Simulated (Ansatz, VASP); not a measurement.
SrSi3: VASP beside Ansatz

```
Sr Si
1.0
     6.52391    0.00000    0.00000
    -3.26196    5.64987    0.00000
     0.00000    0.00000    4.65577
Sr Si
2 6
Direct
  0.33333 0.66667 0.25000
  0.66667 0.33333 0.75000
  0.87365 0.74730 0.25000
  0.12635 0.87365 0.75000
  0.25270 0.12635 0.25000
  0.12635 0.25270 0.75000
  0.87365 0.12635 0.25000
  0.74730 0.87365 0.75000
```

Alike in both runs: functional PBE; k mesh 6 × 6 × 8; occupations gaussian, width 0.1 eV; no spin polarisation.

Ansatz relaxed the structure, and its values are those at the end. VASP's run is a single point on that final structure, the one shown.

```csv
,VASP,Ansatz
version,VASP 6.6.1,Ansatz 0.2.0
potentials or method,"VASP PAW PBE potentials, release 64 (Sr_sv, Si), cutoff 520 eV","scalar-relativistic, plane waves, PAW"
valence electrons in the cell,44,44
```

|  | VASP | Ansatz | Ansatz less VASP |
| --- | --- | --- | --- |
| gap on the k mesh at the Fermi level (eV) | none | none | - |
| pressure (GPa) | 0.0 | 0.0 | -0.06 |
| rms of the force components (eV/Å) | 0.012 | 0.002 | -0.0099 |

A gap of «none» marks a metal or a gap that the smearing closes.
